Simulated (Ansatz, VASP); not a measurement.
Na: VASP beside Ansatz

```xyz
1
Lattice="-1.9353 1.9353 1.9353 1.9353 -1.9353 1.9353 1.9353 1.9353 -1.9353" Properties=species:S:1:pos:R:3 pbc="T T T"
Na    0.0000    0.0000    0.0000
```

Change from the starting cell: volume scaled by 0.8, PAW files.

Alike in both runs: task single point; functional PBEsol; k mesh 13 × 13 × 13; occupations fermi-dirac, width 0.05 eV; no spin polarisation.

|  | VASP | Ansatz |
| --- | --- | --- |
| version | VASP 6.6.1 | Ansatz 0.2.0 |
| potentials or method | VASP PAW PBE potentials, release 64 (Na_pv) | PAW with Ansatz's default frozen-core files, scalar-relativistic |
| plane-wave cutoff (eV) | 520 | 420 |
| valence electrons in the cell | 7 | 9 |

```csv
,VASP,Ansatz,Ansatz less VASP
pressure (GPa),2.7,2.7,-0.01
```

VASP's potentials were made for PBE, not for PBEsol. With one functional, cell and mesh, what is left measures potentials, basis and numerics. VASP's potentials hold 7 valence electrons a cell and Ansatz's 9, so a difference there can come from the potentials and not from the codes.
